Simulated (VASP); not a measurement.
Set up this calculation in VASP 6.6.1, as the native input.

```yaml
Task: single point
Functional: PBE
Potentials_or_basis: VASP PAW PBE potentials, release 64 (Mg, O)
Cutoff: 520 eV
k_mesh: 12 × 12 × 8
Occupations: gaussian, width 0.05 eV
Spin: no spin polarisation
Dipole_correction: no
Further_INCAR_settings: ALGO = Normal; EDIFF = 1e-06; NBANDS = 11
```

The structure of MgO lies in POSCAR:

```
MgO
1.0
    2.9377244759      0.0000000000      0.0000000000
   -1.4688622380      2.6204683462      0.0000000000
    0.0000000000      0.0000000000      2.6797873418
Mg O
1 1
Direct
    0.0000000000      0.0000000000      0.0000000000
    0.3333333333      0.6666666667      0.5000000000
```

This cell differs from its parent crystal: strain +0.0300 x Voigt [0, 1, 0, 0, 0, 0].

The input as run:

INCAR

```
ALGO = Normal ; EDIFF = 1E-6
ENCUT = 520 ; GGA = PE
ISIF = 2 ; ISMEAR = 0
LASPH = T ; LCHARG = F
LREAL = F ; LWAVE = F
NBANDS = 11 ; NELM = 80
PREC = Accurate ; SIGMA = 0.05
```

KPOINTS

```
k-points
0
Gamma
  12 12 8
```

Potentials or basis: VASP PAW PBE potentials, release 64 (Mg, O).

The run is started by

```bash
$ cat potpaw_PBE.64/Mg/POTCAR potpaw_PBE.64/O/POTCAR > POTCAR
$ mpirun -np 1 vasp_std > vasp.out
```

It gave:

The pressure is -4.1 GPa and the largest force is 0.021 eV/Å. The band gap on the k mesh is 2.69 eV, indirect (least direct gap 3.06 eV).

Caveat: the cell differs from its parent crystal (strain +0.0300 x Voigt [0, 1, 0, 0, 0, 0]).

Run time: 17 s on 1 thread of Intel Xeon 6975P-C, on a shared host, peak memory 0.18 GiB.
